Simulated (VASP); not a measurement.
# AlRu (Pm-3m) in VASP: settings compared

Aim: see how the results for AlRu move with the level of theory and the settings. Levels: PBE+D4, BLYP, revPBE. Tasks: single point.

Everything below comes from runs of VASP 6.6.1. Logs are shortened: lines on timing, memory, paths and dates and some standing lists are left out, and cuts for length are marked.

## (1) The cell of the first run

It takes space group Pm-3m (No. 221, cubic). The conventional cell has a = 2.982 Å, b = 2.982 Å, c = 2.982 Å, α = 90.00°, β = 90.00°, γ = 90.00°. Al (site symmetry m-3m) has 8 Ru at 2.58 Å and 6 Al at 2.98 Å within 3.4 Å. Within 3.4 Å of Ru (site symmetry m-3m) lie 8 Al at 2.58 Å and 6 Ru at 2.98 Å.

## (2) Single point, PBE+D4

Input file INCAR:

```
PREC = Accurate
ENCUT = 500
EDIFF = 1E-6
ISMEAR = 0
SIGMA = 0.1
LREAL = F
LASPH = T
NELM = 120
ALGO = Normal
ISIF = 2
LWAVE = F
LCHARG = T
GGA = PE
IVDW = 13
LELF = T
LVHAR = T
NBANDS = 16
GGA_COMPAT = F
```

Input file KPOINTS:

```
regular mesh
0
Gamma
  3 3 3
```

Input file POSCAR:

```
AlRu
1.0
    2.9824954400      0.0000000000      0.0000000000
    0.0000000000      2.9824954400      0.0000000000
    0.0000000000      0.0000000000      2.9824954400
Al Ru
1 1
Direct
    0.0000000000      0.0000000000      0.0000000000
    0.5000000000      0.5000000000      0.5000000000
```

Potentials or basis: VASP PAW PBE potentials, release 64 (Al, Ru_pv).

The run is started by

```bash
> cat potpaw_PBE.64/Al/POTCAR potpaw_PBE.64/Ru_pv/POTCAR > POTCAR
> mpirun -np 1 vasp_std > vasp.out
```

OUTCAR:

```text
PREC = Accurate
   ENCUT = 500
   EDIFF = 1E-6
   ISMEAR = 0
   LREAL = F
   LASPH = T
   NELM = 120
   ISIF = 2
   GGA = PE
   IVDW = 13

 ion  position               nearest neighbor table
   1  0.000  0.000  0.000-   2 2.58   2 2.58   2 2.58   2 2.58   2 2.58   2 2.58   2 2.58   2 2.58

   2  0.500  0.500  0.500-   1 2.58   1 2.58   1 2.58   1 2.58   1 2.58   1 2.58   1 2.58   1 2.58

  LATTYP: Found a simple cubic cell.
 ALAT       =     2.9824954400

  Lattice vectors:

 A1 = (   2.9824954400,   0.0000000000,   0.0000000000)
 A2 = (   0.0000000000,   2.9824954400,   0.0000000000)
 A3 = (   0.0000000000,   0.0000000000,   2.9824954400)

Analysis of symmetry for initial positions (statically):
=====================================================================
 Subroutine PRICEL returns:
 Original cell was already a primitive cell.

 Routine SETGRP: Setting up the symmetry group for a
 simple cubic supercell.

 Subroutine GETGRP returns: Found 48 space group operations
 (whereof 48 operations were pure point group operations)
 out of a pool of 48 trial point group operations.

The static configuration has the point symmetry O_h .

Analysis of symmetry for dynamics (positions and initial velocities):
=====================================================================
 Subroutine PRICEL returns:
 Original cell was already a primitive cell.

 Routine SETGRP: Setting up the symmetry group for a
 simple cubic supercell.

 Subroutine GETGRP returns: Found 48 space group operations
 (whereof 48 operations were pure point group operations)
 out of a pool of 48 trial point group operations.

The dynamic configuration has the point symmetry O_h .

 Subroutine INISYM returns: Found 48 space group operations
 (whereof 48 operations are pure point group operations),
 and found     1 'primitive' translations

----------------------------------------------------------------------------------------

                                     Primitive cell

  volume of cell :      26.5301

  direct lattice vectors                    reciprocal lattice vectors
     2.982495440  0.000000000  0.000000000     0.335289700  0.000000000  0.000000000
     0.000000000  2.982495440  0.000000000     0.000000000  0.335289700  0.000000000
     0.000000000  0.000000000  2.982495440     0.000000000  0.000000000  0.335289700

  length of vectors
     2.982495440  2.982495440  2.982495440     0.335289700  0.335289700  0.335289700

  position of ions in fractional coordinates (direct lattice)
     0.000000000  0.000000000  0.000000000
     0.500000000  0.500000000  0.500000000

  ion indices of the primitive-cell ions
   primitive index   ion index
                 1           1
                 2           2

----------------------------------------------------------------------------------------

 KPOINTS: regular mesh

Automatic generation of k-mesh.
 Grid dimensions read from file:
 generate k-points for:    3    3    3

 Generating k-lattice:

  Cartesian coordinates                     Fractional coordinates (reciprocal lattice)
     0.111763233  0.000000000  0.000000000     0.333333333  0.000000000  0.000000000
     0.000000000  0.111763233  0.000000000     0.000000000  0.333333333  0.000000000
     0.000000000  0.000000000  0.111763233     0.000000000  0.000000000  0.333333333

  Length of vectors
     0.111763233  0.111763233  0.111763233

  Shift w.r.t. Gamma in fractional coordinates (k-lattice)
     0.000000000  0.000000000  0.000000000

 Subroutine IBZKPT returns following result:
 ===========================================

 Found      4 irreducible k-points:

 Following reciprocal coordinates:
            Coordinates               Weight
  0.000000  0.000000  0.000000      1.000000
  0.333333  0.000000  0.000000      6.000000
  0.333333  0.333333  0.000000     12.000000
  0.333333  0.333333  0.333333      8.000000
   k-points           NKPTS =      4   k-points in BZ     NKDIM =      4   number of bands    NBANDS=     16
   number of dos      NEDOS =    301   number of ions     NIONS =      2
   total plane-waves  NPLWV =  13824
   dimension x,y,z NGX =    24 NGY =   24 NGZ =   24
   dimension x,y,z NGXF=    48 NGYF=   48 NGZF=   48
   ions per type =               1   1
   NGX,Y,Z   is equivalent  to a cutoff of  13.38, 13.38, 13.38 a.u.
   NGXF,Y,Z  is equivalent  to a cutoff of  26.76, 26.76, 26.76 a.u.
 SYSTEM =  unknown system
   PREC   = accura    normal or accurate (medium, high low for compatibility)
   ISTART =      0    job   : 0-new  1-cont  2-samecut
   ICHARG =      2    charge: 1-file 2-atom 10-const
   ISPIN  =      1    spin polarized calculation?
   LNONCOLLINEAR =      F non collinear calculations
   LSORBIT =      F    spin-orbit coupling
   LASPH  =      T    aspherical Exc in radial PAW
   ENCUT  =  500.0 eV  36.75 Ry    6.06 a.u.   5.44  5.44  5.44*2*pi/ulx,y,z
   NELM   =    120;   NELMIN=  2; NELMDL= -5     # of ELM steps
   EDIFF  = 0.1E-05   stopping-criterion for ELM
   LREAL  =      F    real-space projection
[... 7 lines left out ...]
   TEBEG  =    0.0;   TEEND  =   0.0 temperature during run
   PSTRESS=    0.0 pullay stress
   NELECT =      17.0000    total number of electrons
   NUPDOWN=      -1.0000    fix difference up-down
   EMIN   =  10.00;   EMAX   =-10.00  energy-range for DOS
   EFERMI =   0.00;   METHOD = LEGACY
   ISMEAR =     0;   SIGMA  =   0.10  broadening in eV -4-tet -1-fermi 0-gaus
   EFERMI_NEDOS =   21; number of points for ismear=-14 and -15
   IALGO  =     38    algorithm
   IMIX   =      4    mixing-type and parameters
     AMIX     =   0.40;   BMIX     =  1.00
     AMIX_MAG =   1.60;   BMIX_MAG =  1.00
  volume/ion in A,a.u.               =      13.27        89.52
  Fermi-wavevector in a.u.,A,eV,Ry     =   1.411382  2.667126 27.102807  1.992000
  Thomas-Fermi vector in A             =   2.533239
   LORBIT       =      0    0 simple, 1 ext, 2 COOP (PROOUT), +10 PAW based schemes
   GGA     = PE    functional components
   LHFCALC =     F    Hartree Fock is set to
   AEXX    =    0.0000 exact exchange contribution
   IVDW    =    13    specifies the selected vdW correction
   LEPSILON=     F    determine dielectric tensor
   LRPA    =     F    only Hartree local field effects (RPA)
 non-spin polarized calculation
 Gauss-broadening in eV      SIGMA  =   0.10
  energy-cutoff  :      500.00
  volume of cell :       26.53
 maximum number of plane-waves:       691
 NGX is ok and might be reduce to    24
   NGX = 11   NGY = 11   NGZ = 11

 number of electron      16.9999994 magnetization

 Free energy of the ion-electron system (eV)
  ---------------------------------------------------
  ext. energy  EPLUGINS =         0.00000000
  ---------------------------------------------------
  free energy    TOTEN  =       -13.98973663 eV

  energy without entropy =      -13.97153805  energy(sigma->0) =      -13.98063734

 E-fermi :  10.5470     XC(G=0): -12.6178

 val. band max:       10.3727570535   @ k =   0.3333   0.3333   0.3333
 cond. band min:      10.5556409569   @ k =   0.3333   0.3333   0.3333
 fundamental gap:      0.1828839034
 Fermi energy:        10.5469777772

 k-point     1 :       0.0000    0.0000    0.0000
  band No.  band energies     occupation
      1     -30.9326      2.00000
      2     -30.9326      2.00000
      3     -30.9326      2.00000
      4       1.1102      2.00000
      5       7.2541      2.00000
      6       7.2541      2.00000
      7      11.0054      0.00000
      8      11.0054      0.00000
      9      11.0054      0.00000
     10      16.9494      0.00000
     11      16.9494      0.00000
     12      16.9494      0.00000
     13      21.8715      0.00000
     14      21.8715      0.00000
     15      22.9733      0.00000
     16      26.1308      0.00000

 k-point     2 :       0.3333    0.0000    0.0000
  band No.  band energies     occupation
      1     -31.0951      2.00000
      2     -30.9188      2.00000
      3     -30.9188      2.00000
      4       3.0999      2.00000
      5       6.9603      2.00000
      6       7.8411      2.00000
      7       9.5616      2.00000
      8       9.5616      2.00000
      9      11.1956      0.00000
     10      13.3590      0.00000
     11      19.0559      0.00000
     12      20.0298      0.00000
     13      20.0298      0.00000
     14      22.9735      0.00000
     15      24.0487      0.00000
     16      25.8746      0.00000

 k-point     3 :       0.3333    0.3333    0.0000
  band No.  band energies     occupation
      1     -31.0780      2.00000
      2     -31.0741      2.00000
      3     -30.9048      2.00000
      4       4.4120      2.00000
      5       6.9649      2.00000
      6       8.6744      2.00000
      7       9.2108      2.00000
      8       9.7901      2.00000
      9       9.9586      2.00000
     10      13.4332      0.00000
     11      16.3946      0.00000
     12      19.1613      0.00000
     13      21.9071      0.00000
     14      22.9746      0.00000
     15      23.4637      0.00000
     16      25.7365      0.00000

 k-point     4 :       0.3333    0.3333    0.3333
  band No.  band energies     occupation
      1     -31.0613      2.00000
      2     -31.0573      2.00000
      3     -31.0573      2.00000
      4       5.2774      2.00000
      5       7.0926      2.00000
      6       7.0926      2.00000
      7      10.3728      1.98625
      8      10.3728      1.98625
      9      10.5556      0.90249
     10      16.0447      0.00000
     11      16.1585      0.00000
     12      16.1585      0.00000
     13      20.7451      0.00000
     14      21.3534      0.00000
     15      21.3534      0.00000
     16      22.9749      0.00000

------------------------ aborting loop because EDIFF is reached ----------------------------------------

  DFT-D4 for vdW energy calculation

  Edisp (eV):   -0.95562

  FORCE on cell =-STRESS in cart. coord.  units (eV):
  Direction    XX          YY          ZZ          XY          YZ          ZX
  --------------------------------------------------------------------------------------
  -------------------------------------------------------------------------------------
  Total       0.10820     0.10820     0.10820     0.00000     0.00000    -0.00000
  in kB       6.53437     6.53437     6.53437     0.00000     0.00000    -0.00000
  external pressure =        6.53 kB  Pullay stress =        0.00 kB

 VOLUME and BASIS-vectors are now :
 -----------------------------------------------------------------------------
  energy-cutoff  :      500.00
  volume of cell :       26.53
      direct lattice vectors                 reciprocal lattice vectors
     2.982495440  0.000000000  0.000000000     0.335289700  0.000000000  0.000000000
     0.000000000  2.982495440  0.000000000     0.000000000  0.335289700  0.000000000
     0.000000000  0.000000000  2.982495440     0.000000000  0.000000000  0.335289700

 POSITION                                       TOTAL-FORCE (eV/Angst)
 -----------------------------------------------------------------------------------
      0.00000      0.00000      0.00000         0.000000      0.000000      0.000000
      1.49125      1.49125      1.49125         0.000000      0.000000      0.000000
 -----------------------------------------------------------------------------------
    total drift:                                0.000000     -0.000000     -0.000000

  FREE ENERGIE OF THE ION-ELECTRON SYSTEM (eV)
  ---------------------------------------------------
  free  energy   TOTEN  =       -14.9453545455 eV

  energy  without entropy=      -14.9271559653  energy(sigma->0) =      -14.93625526
```

Run time: 3.9 s. Hardware: 1 thread of Intel Xeon 6975P-C (Granite Rapids), shared host; peak memory 0.13 GiB.

Results:

```
Free energy                : -14.9454 eV
Pressure                   : 0.7 GPa
Dispersion energy per atom : -0.478 eV
```

Caveat: the k points lie up to 0.70 Å⁻¹ apart; pairwise dispersion overbinds metals, which lowers pressure and volume.

## (3) Single point, BLYP

Input file INCAR:

```
PREC     = Accurate       # precision mode
ENCUT    = 500            # plane-wave cutoff, eV
EDIFF    = 1E-6           # SCF threshold, eV
ISMEAR   = 0              # smearing method
SIGMA    = 0.1            # smearing width, eV
LREAL    = False          # projectors in reciprocal space
LASPH    = True           # aspherical terms in the spheres
NELM     = 120            # most SCF steps
ALGO     = Normal         # electronic algorithm
ISIF     = 2              # what is computed and relaxed
LWAVE    = False          # write WAVECAR
LCHARG   = True           # write CHGCAR
GGA      = B5             # functional
ALDAX    = 1.0          
AGGAX    = 1.0          
AGGAC    = 1.0          
ALDAC    = 0.0          
LELF     = True           # ELF
LVHAR    = True         
NBANDS   = 16             # bands
GGA_COMPAT= False
```

Input file KPOINTS:

```
regular mesh
0
Gamma
  2 2 2
```

POSCAR is that of step 2.

Potentials or basis: VASP PAW PBE potentials, release 64 (Al, Ru_pv).

The run is started by

```bash
> cat potpaw_PBE.64/Al/POTCAR potpaw_PBE.64/Ru_pv/POTCAR > POTCAR
> mpirun -np 1 vasp_std > vasp.out
```

Wall time 9.5 s (1 thread of Intel Xeon 6975P-C (Granite Rapids), shared host); peak memory 0.13 GiB.

Results (log left out):

```
Free energy : -11.2241 eV
Pressure    : 19.4 GPa
```

Levels at points of the mesh, in eV from the Fermi level:
```
           k point  band 6  band 7  band 8  band 9  band 10  band 11  band 12  band 13
(0.00, 0.00, 0.00)   -3.89   -0.27   -0.27   -0.27     6.25     6.25     6.25    11.07
(0.50, 0.00, 0.00)   -3.16   -1.97   -1.97   -0.03     1.92     7.75    11.08    11.17
(0.50, 0.50, 0.00)   -1.56   -1.56   -1.18   -1.18     1.06     5.14     6.13    10.80
(0.50, 0.50, 0.50)   -4.82    1.15    1.15    2.77     4.25     4.25     4.25     8.55
```

Caveat: the k points lie up to 1.05 Å⁻¹ apart; the PAW data sets were made with another functional, which shifts forces and pressure a little.

## (4) Single point, revPBE

Input file INCAR:

```
SYSTEM = AlRu
  PREC = Accurate
  ENCUT = 500
  EDIFF = 1E-6
  ISMEAR = 0
  SIGMA = 0.1
  LREAL = .FALSE.
  LASPH = .TRUE.
  NELM = 120
  ALGO = Normal
  ISIF = 2
  LWAVE = .FALSE.
  LCHARG = .TRUE.
  GGA = RE
  LELF = .TRUE.
  LVHAR = .TRUE.
  ISYM = 0
  NBANDS = 16
  GGA_COMPAT = .FALSE.
```

Input file KPOINTS:

```
Automatic mesh
0
Gamma
  2 2 2
  0 0 0.5
```

POSCAR is that of step 3.

The run is started by

```bash
> cat potpaw_PBE.64/Al/POTCAR potpaw_PBE.64/Ru_pv/POTCAR > POTCAR
> mpirun -np 1 vasp_std > vasp.out
```

It took 5.1 s on 1 thread of Intel Xeon 6975P-C (Granite Rapids), shared host; peak memory 0.13 GiB.

The run converged. Its results:

* Free energy: -13.4197 eV
* Pressure: 9.7 GPa

Levels at points of the mesh, in eV from the Fermi level:
```csv
k point,band 6,band 7,band 8,band 9,band 10,band 11,band 12,band 13
"(0.00, 0.00, 0.25)",-4.10,-1.67,-1.67,-0.48,2.28,7.20,7.20,8.10
```

Caveat: the k points lie up to 1.05 Å⁻¹ apart; the PAW data sets were made with another functional, which shifts forces and pressure a little.

## (5) Summary

```csv
level,k mesh,gap on the mesh (eV),pressure (GPa)
PBE+D4,3 × 3 × 3,none,0.7
BLYP,2 × 2 × 2,none,19.4
revPBE,"2 × 2 × 2, shifted",none,9.7
```

Alike in all rows: task single point; potentials or basis VASP PAW PBE potentials, release 64 (Al, Ru_pv); no spin polarisation; cell as given; cutoff (eV) 500; smearing gaussian 0.1 eV.

Caveats: all runs use coarse meshes; the PAW data sets were made with another functional, which shifts forces and pressure a little (some runs); pairwise dispersion overbinds metals, which lowers pressure and volume (some runs).

Total energies depend on the potentials used, so only differences within one code and one set of settings carry meaning.
